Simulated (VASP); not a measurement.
A run of VASP 6.6.1:

The input INCAR:

```
SYSTEM = Nb
PREC = Accurate ; ENCUT = 520
EDIFF = 1E-8 ; ISMEAR = -1
SIGMA = 0.03 ; LREAL = .FALSE.
LASPH = .TRUE. ; NELM = 80
ALGO = Normal ; ISIF = 2
LWAVE = .FALSE. ; LCHARG = .FALSE.
GGA = CA ; LEFG = .TRUE.
NBANDS = 12
```

The input KPOINTS:

```
regular mesh
0
G
  13 13 13
  0 0 0
```

POSCAR

```
Nb
1.0
    0.0000000000      2.1564811194      2.1564811194
    2.1564811194      0.0000000000      2.1564811194
    2.1564811194      2.1564811194      0.0000000000
Nb
1
Direct
    0.0000000000      0.0000000000      0.0000000000
```

Potentials or basis: VASP PAW LDA potentials, release 64 (Nb_sv).

Launch:

```sh
$ cat potpaw_LDA.64/Nb_sv/POTCAR > POTCAR
$ mpirun -np 1 vasp_std > vasp.out
```

Hardware: 1 thread of Intel Xeon 8259CL, on a shared host.

Task: Estimate the wall time of this run.

Result: It took 30 s on 1 thread of Intel Xeon 8259CL, on a shared host, peak memory 0.14 GiB. Counts: scf iterations 14, k points 84.
